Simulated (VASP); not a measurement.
A run of VASP 6.6.1:

Contents of INCAR:

```
SYSTEM = In5P3
PREC = Accurate
ENCUT = 520
EDIFF = 1E-6
ISMEAR = 0
SIGMA = 0.02
LREAL = .FALSE.
LASPH = .TRUE.
NELM = 80
ALGO = Normal
ISIF = 2
LWAVE = .FALSE.
LCHARG = .FALSE.
GGA = PE
IBRION = 2
NSW = 65
EDIFFG = -0.025
```

The input KPOINTS:

```
Automatic mesh
0
G
  3 3 3
  0 0 0
```

The input POSCAR:

```
In5P3
1.0
    0.0000000000      0.0000000000     -5.9597880294
    0.0000000000     -5.9597880294      0.0000000000
   -5.9597880294      0.0000000000      0.0000000000
In P
5 3
Direct
    1.0000000000      1.0000000000      1.0000000000
    0.0000000000      0.5000000000      0.5000000000
    0.5000000000      0.0000000000      0.5000000000
    0.5000000000      0.5000000000      1.0000000000
    0.2500000000      0.2500000000      0.7500000000
    0.2500000000      0.7500000000      0.2500000000
    0.7500000000      0.2500000000      0.2500000000
    0.7500000000      0.7500000000      0.7500000000
```

Potentials or basis: VASP PAW PBE potentials, release 64 (In_d, P).

Command:

```bash
$ cat potpaw_PBE.64/In_d/POTCAR potpaw_PBE.64/P/POTCAR > POTCAR
$ mpirun -np 1 vasp_std > vasp.out
```

Hardware: 1 thread of Intel(R) Xeon(R) 6975P-C (Granite Rapids) (shared host).

**Question.** How long does it take, and how much memory?

**Answer.** Wall time 84 s on 1 thread of Intel(R) Xeon(R) 6975P-C (Granite Rapids) (shared host), peak memory 0.33 GiB. Counts: scf iterations 41, k points 4, ion steps 4.
